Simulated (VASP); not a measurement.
# SiC (F-43m) in VASP: single point with PBE

Aim: the single point of SiC with PBE.

Everything below comes from runs of VASP 6.6.1. Logs are shortened: lines on timing, memory, paths and dates and some standing lists are left out, and cuts for length are marked.

### 1 The cell of the first run

Symmetry: F-43m, No. 216, cubic system. Conventional cell: a = 4.380 Å, b = 4.380 Å, c = 4.380 Å, α = 90.00°, β = 90.00°, γ = 90.00°. Si (site symmetry -43m) has 4 C at 1.90 Å within 2.5 Å. C (site symmetry -43m) has 4 Si at 1.90 Å within 2.5 Å.

### 2 Single point, PBE

INCAR

```
  PREC = Accurate
  ENCUT = 600
  EDIFF = 1E-6
  ISMEAR = 0
  SIGMA = 0.01
  LREAL = F
  LASPH = T
  NELM = 120
  ALGO = Normal
  ISIF = 2
  LWAVE = F
  LCHARG = T
  GGA = PE
  LELF = T
  LVHAR = T
  NBANDS = 16
  GGA_COMPAT = F
```

KPOINTS

```
regular mesh
0
Gamma
  3 6 6
```

POSCAR

```
SiC
1.0
    0.0000000000      4.3800000000      4.3800000000
    2.1900000000      0.0000000000      2.1900000000
    2.1900000000      0.0000000000     -2.1900000000
Si C
2 2
Direct
    0.0000000000      0.0000000000      0.0000000000
    0.5000000000      0.0000000000      0.0000000000
    0.2500000000      0.2500000000      0.2500000000
    0.7500000000      0.2500000000      0.2500000000
```

Potentials or basis: VASP PAW PBE potentials, release 64 (Si, C).

On the command line:

```sh
> cat potpaw_PBE.64/Si/POTCAR potpaw_PBE.64/C/POTCAR > POTCAR
> mpirun -np 1 vasp_std > vasp.out
```

OUTCAR:

```text
PREC = Accurate
   ENCUT = 600
   EDIFF = 1E-6
   ISMEAR = 0
   LREAL = F
   LASPH = T
   NELM = 120
   ISIF = 2
   GGA = PE

 ion  position               nearest neighbor table
   1  0.000  0.000  0.000-   3 1.90   4 1.90   4 1.90   3 1.90   2 3.10   2 3.10   2 3.10   2 3.10
                             2 3.10   2 3.10   2 3.10   2 3.10
   2  0.500  0.000  0.000-   3 1.90   4 1.90   3 1.90   4 1.90   1 3.10   1 3.10   1 3.10   1 3.10
                             1 3.10   1 3.10   1 3.10   1 3.10
   3  0.250  0.250  0.250-   1 1.90   2 1.90   1 1.90   2 1.90
   4  0.750  0.250  0.250-   1 1.90   2 1.90   2 1.90   1 1.90

  LATTYP: Found a simple tetragonal cell.
 ALAT       =     3.0971277016
 C/A-ratio  =     1.4142135624

  Lattice vectors:

 A1 = (   2.1900000000,   0.0000000000,   2.1900000000)
 A2 = (   2.1900000000,   0.0000000000,  -2.1900000000)
 A3 = (   0.0000000000,   4.3800000000,   0.0000000000)

Analysis of symmetry for initial positions (statically):
=====================================================================
 Subroutine PRICEL returns following result:

  LATTYP: Found a face centered cubic cell.
 ALAT       =     4.3800000000

  Lattice vectors:

 A1 = (   0.0000000000,   2.1900000000,   2.1900000000)
 A2 = (   2.1900000000,   0.0000000000,   2.1900000000)
 A3 = (   2.1900000000,   2.1900000000,   0.0000000000)

   2 primitive cells build up your supercell.

 Routine SETGRP: Setting up the symmetry group for a
 simple tetragonal supercell.

 Subroutine GETGRP returns: Found  8 space group operations
 (whereof  8 operations were pure point group operations)
 out of a pool of 16 trial point group operations.

The static configuration has the point symmetry D_2d.

Analysis of symmetry for dynamics (positions and initial velocities):
=====================================================================
 Subroutine PRICEL returns following result:

  LATTYP: Found a face centered cubic cell.
 ALAT       =     4.3800000000

  Lattice vectors:

 A1 = (   0.0000000000,   2.1900000000,   2.1900000000)
 A2 = (   2.1900000000,   0.0000000000,   2.1900000000)
 A3 = (   2.1900000000,   2.1900000000,   0.0000000000)

   2 primitive cells build up your supercell.

 Routine SETGRP: Setting up the symmetry group for a
 simple tetragonal supercell.

 Subroutine GETGRP returns: Found  8 space group operations
 (whereof  8 operations were pure point group operations)
 out of a pool of 16 trial point group operations.

The dynamic configuration has the point symmetry D_2d.

 Subroutine INISYM returns: Found  8 space group operations
 (whereof  8 operations are pure point group operations),
 and found     2 'primitive' translations

----------------------------------------------------------------------------------------

                                     Primitive cell

  volume of cell :      21.0069

  direct lattice vectors                    reciprocal lattice vectors
     0.000000000  2.190000000  2.190000000    -0.228310502  0.228310502  0.228310502
     2.190000000  0.000000000  2.190000000     0.228310502 -0.228310502  0.228310502
     2.190000000  2.190000000  0.000000000     0.228310502  0.228310502 -0.228310502

  length of vectors
     3.097127702  3.097127702  3.097127702     0.395445390  0.395445390  0.395445390

  position of ions in fractional coordinates (direct lattice)
     0.000000000  0.000000000  0.000000000
     0.250000000  0.250000000  0.250000000

  ion indices of the primitive-cell ions
   primitive index   ion index
                 1           1
                 2           3

----------------------------------------------------------------------------------------

 KPOINTS: regular mesh

Automatic generation of k-mesh.
 Grid dimensions read from file:
 generate k-points for:    3    6    6

 Generating k-lattice:

  Cartesian coordinates                     Fractional coordinates (reciprocal lattice)
     0.000000000  0.076103501  0.000000000     0.333333333  0.000000000  0.000000000
     0.038051750 -0.038051750  0.038051750     0.000000000  0.166666667  0.000000000
     0.038051750  0.038051750 -0.038051750     0.000000000  0.000000000  0.166666667

  Length of vectors
     0.076103501  0.065907565  0.065907565

  Shift w.r.t. Gamma in fractional coordinates (k-lattice)
     0.000000000  0.000000000  0.000000000

 Subroutine IBZKPT returns following result:
 ===========================================

 Found     20 irreducible k-points:

 Following reciprocal coordinates:
            Coordinates               Weight
  0.000000  0.000000  0.000000      1.000000
  0.333333  0.000000  0.000000      2.000000
  0.000000  0.166667  0.000000      8.000000
 -0.333333  0.166667  0.000000      4.000000
  0.000000  0.333333  0.000000      8.000000
  0.333333  0.333333  0.000000      4.000000
[... 12 lines left out ...]
  0.000000  0.500000  0.500000      1.000000
  0.333333  0.500000  0.500000      2.000000
   k-points           NKPTS =     20   k-points in BZ     NKDIM =     20   number of bands    NBANDS=     16
   number of dos      NEDOS =    301   number of ions     NIONS =      4
   total plane-waves  NPLWV =  39200
   dimension x,y,z NGX =    50 NGY =   28 NGZ =   28
   dimension x,y,z NGXF=   100 NGYF=   56 NGZF=   56
   ions per type =               2   2
   NGX,Y,Z   is equivalent  to a cutoff of  13.42, 15.03, 15.03 a.u.
   NGXF,Y,Z  is equivalent  to a cutoff of  26.84, 30.06, 30.06 a.u.
 SYSTEM =  unknown system
   PREC   = accura    normal or accurate (medium, high low for compatibility)
   ISTART =      0    job   : 0-new  1-cont  2-samecut
   ICHARG =      2    charge: 1-file 2-atom 10-const
   ISPIN  =      1    spin polarized calculation?
   LNONCOLLINEAR =      F non collinear calculations
   LSORBIT =      F    spin-orbit coupling
   LASPH  =      T    aspherical Exc in radial PAW
   ENCUT  =  600.0 eV  44.10 Ry    6.64 a.u.  12.37  6.19  6.19*2*pi/ulx,y,z
   NELM   =    120;   NELMIN=  2; NELMDL= -5     # of ELM steps
   EDIFF  = 0.1E-05   stopping-criterion for ELM
   LREAL  =      F    real-space projection
   EDIFFG = 0.1E-04   stopping-criterion for IOM
   NSW    =      0    number of steps for IOM
   IBRION =     -1    ionic relax: 0-MD 1-quasi-New 2-CG
   NFREE  =      0    steps in history (QN), initial steepest desc. (CG)
   ISIF   =      2    stress and relaxation
   ISYM   =      2    0-nonsym 1-usesym 2-fastsym
   POTIM  = 0.5000    time-step for ionic-motion
   TEBEG  =    0.0;   TEEND  =   0.0 temperature during run
   PSTRESS=    0.0 pullay stress
   NELECT =      16.0000    total number of electrons
   NUPDOWN=      -1.0000    fix difference up-down
   EMIN   =  10.00;   EMAX   =-10.00  energy-range for DOS
   EFERMI =   0.00;   METHOD = LEGACY
   ISMEAR =     0;   SIGMA  =   0.01  broadening in eV -4-tet -1-fermi 0-gaus
   EFERMI_NEDOS =   21; number of points for ismear=-14 and -15
   IALGO  =     38    algorithm
   IMIX   =      4    mixing-type and parameters
     AMIX     =   0.40;   BMIX     =  1.00
     AMIX_MAG =   1.60;   BMIX_MAG =  1.00
  volume/ion in A,a.u.               =      10.50        70.88
  Fermi-wavevector in a.u.,A,eV,Ry     =   1.186636  2.242416 19.158419  1.408104
  Thomas-Fermi vector in A             =   2.322804
   LORBIT       =      0    0 simple, 1 ext, 2 COOP (PROOUT), +10 PAW based schemes
   GGA     = PE    functional components
   LHFCALC =     F    Hartree Fock is set to
   AEXX    =    0.0000 exact exchange contribution
   IVDW    =     0    specifies the selected vdW correction
   LEPSILON=     F    determine dielectric tensor
   LRPA    =     F    only Hartree local field effects (RPA)
 non-spin polarized calculation
 Gauss-broadening in eV      SIGMA  =   0.01
  energy-cutoff  :      600.00
  volume of cell :       42.01
 maximum number of plane-waves:      1417
 NGX is ok and might be reduce to    50
   NGX = 25   NGY = 13   NGZ = 13

 number of electron      16.0000000 magnetization

 Free energy of the ion-electron system (eV)
  ---------------------------------------------------
  ext. energy  EPLUGINS =         0.00000000
  ---------------------------------------------------
  free energy    TOTEN  =       -30.10318774 eV

  energy without entropy =      -30.10318774  energy(sigma->0) =      -30.10318774

 E-fermi :   8.0034     XC(G=0): -11.2882

 val. band max:        7.9451419164   @ k =   0.0000   0.0000   0.0000
 cond. band min:       9.3103965171   @ k =   0.0000   0.0000   0.0000
 fundamental gap:      1.3652546008
 Fermi energy:         8.0034232524

 k-point     1 :       0.0000    0.0000    0.0000
  band No.  band energies     occupation
      1      -7.3432      2.00000
      2      -2.3946      2.00000
      3       0.1941      2.00000
      4       4.7874      2.00000
      5       4.7874      2.00000
      6       7.9451      2.00000
[... 8 lines left out ...]
     15      21.8005      0.00000
     16      21.8006      0.00000

 k-point     2 :       0.3333    0.0000    0.0000
  band No.  band energies     occupation
      1      -6.6323      2.00000
      2      -4.6026      2.00000
      3       2.8979      2.00000
      4       5.3606      2.00000
      5       5.3606      2.00000
      6       6.1427      2.00000
[... 8 lines left out ...]
     15      18.6966      0.00000
     16      19.9365      0.00000

 k-point     3 :       0.0000    0.1667    0.0000
  band No.  band energies     occupation
      1      -6.8104      2.00000
      2      -3.0718      2.00000
      3       1.1263      2.00000
      4       3.6500      2.00000
      5       5.1923      2.00000
      6       5.5835      2.00000
[... 8 lines left out ...]
     15      19.8790      0.00000
     16      20.0191      0.00000

 k-point     4 :      -0.3333    0.1667    0.0000
  band No.  band energies     occupation
      1      -5.4400      2.00000
      2      -5.4400      2.00000
      3       3.1928      2.00000
      4       3.1928      2.00000
      5       6.1526      2.00000
      6       6.1526      2.00000
[... 8 lines left out ...]
     15      17.4854      0.00000
     16      17.4854      0.00000

 k-point     5 :       0.0000    0.3333    0.0000
  band No.  band energies     occupation
      1      -5.3039      2.00000
      2      -3.6873      2.00000
      3       0.2394      2.00000
      4       1.8149      2.00000
      5       5.1856      2.00000
      6       6.2062      2.00000
[... 8 lines left out ...]
     15      17.7508      0.00000
     16      18.4480      0.00000

 k-point     6 :       0.3333    0.3333    0.0000
  band No.  band energies     occupation
      1      -5.9461      2.00000
      2      -2.7779      2.00000
      3       0.9406      2.00000
      4       2.3806      2.00000
      5       4.0541      2.00000
      6       5.5314      2.00000
[... 8 lines left out ...]
     15      18.6058      0.00000
     16      19.3312      0.00000
[... 191 lines left out ...]
 k-point    17 :       0.0000    0.5000    0.3333
  band No.  band energies     occupation
      1      -3.0718      2.00000
      2      -3.0718      2.00000
      3       1.1263      2.00000
      4       1.1263      2.00000
      5       3.6500      2.00000
      6       3.6500      2.00000
[... 8 lines left out ...]
     15      20.0191      0.00000
     16      20.0191      0.00000

 k-point    18 :      -0.3333    0.5000    0.3333
  band No.  band energies     occupation
      1      -2.7618      2.00000
      2      -2.7618      2.00000
      3       0.6215      2.00000
      4       0.6215      2.00000
      5       3.2733      2.00000
      6       3.2733      2.00000
[... 8 lines left out ...]
     15      19.1432      0.00000
     16      19.1432      0.00000

 k-point    19 :       0.0000    0.5000    0.5000
  band No.  band energies     occupation
      1      -2.3946      2.00000
      2      -2.3946      2.00000
      3       0.1941      2.00000
      4       0.1941      2.00000
      5       4.7874      2.00000
      6       4.7874      2.00000
[... 8 lines left out ...]
     15      21.8005      0.00000
     16      21.8005      0.00000

 k-point    20 :       0.3333    0.5000    0.5000
  band No.  band energies     occupation
      1      -2.2309      2.00000
      2      -2.2309      2.00000
      3       0.6885      2.00000
      4       0.6885      2.00000
      5       3.4914      2.00000
      6       3.4914      2.00000
[... 8 lines left out ...]
     15      20.0010      0.00000
     16      20.0010      0.00000

------------------------ aborting loop because EDIFF is reached ----------------------------------------

  FORCE on cell =-STRESS in cart. coord.  units (eV):
  Direction    XX          YY          ZZ          XY          YZ          ZX
  --------------------------------------------------------------------------------------
  -------------------------------------------------------------------------------------
  Total       -0.0489297     -0.0489540     -0.0489297     -0.0000000      0.0000000      0.0000000
  in kB       -1.8659120     -1.8668364     -1.8659120     -0.0000000      0.0000000      0.0000000
  external PRESSURE =      -1.8662201 kB  Pullay stress =       0.0000000 kB

 VOLUME and BASIS-vectors are now :
 -----------------------------------------------------------------------------
  energy-cutoff  :      600.00
  volume of cell :       42.01
      direct lattice vectors                 reciprocal lattice vectors
     0.000000000  4.380000000  4.380000000     0.000000000  0.228310502  0.000000000
     2.190000000  0.000000000  2.190000000     0.228310502 -0.228310502  0.228310502
     2.190000000  0.000000000 -2.190000000     0.228310502  0.228310502 -0.228310502

 POSITION                                       TOTAL-FORCE (eV/Angst)
 -----------------------------------------------------------------------------------
      0.00000      0.00000      0.00000         0.000000      0.000000     -0.000000
      0.00000      2.19000      2.19000        -0.000000      0.000000      0.000000
      1.09500      1.09500      1.09500        -0.000000     -0.000000     -0.000000
      1.09500      3.28500      3.28500        -0.000000     -0.000000     -0.000000
 -----------------------------------------------------------------------------------
    total drift:                               -0.000000      0.000000      0.000000

  FREE ENERGIE OF THE ION-ELECTRON SYSTEM (eV)
  ---------------------------------------------------
  free  energy   TOTEN  =       -30.1031877434 eV

  energy  without entropy=      -30.1031877434  energy(sigma->0) =      -30.10318774
```

It took 31 s on 1 thread of AMD EPYC 7R13, shared host; peak memory 0.15 GiB.

What came out:

| Quantity | Value |
| --- | --- |
| Free energy | -30.1032 eV |
| Pressure | -0.2 GPa |
| Band gap on the k mesh | 1.37 eV |

Levels at points of the mesh, in eV from the valence-band top:
| k point | band 5 | band 6 | band 7 | band 8 | band 9 | band 10 | band 11 | band 12 |
| --- | --- | --- | --- | --- | --- | --- | --- | --- |
| (0.00, 0.00, 0.00) | -3.16 | 0.00 | 0.00 | 0.00 | 1.37 | 4.26 | 6.06 | 7.20 |
| (0.00, 0.50, 0.00) | -1.05 | -1.05 | -1.05 | -1.05 | 5.29 | 5.29 | 7.16 | 7.16 |
| (0.00, 0.50, 0.50) | -3.16 | -3.16 | -3.16 | -3.16 | 1.37 | 1.37 | 4.26 | 4.26 |

Caveat: the k points lie up to 0.48 Å⁻¹ apart. A k mesh can miss the band edges.
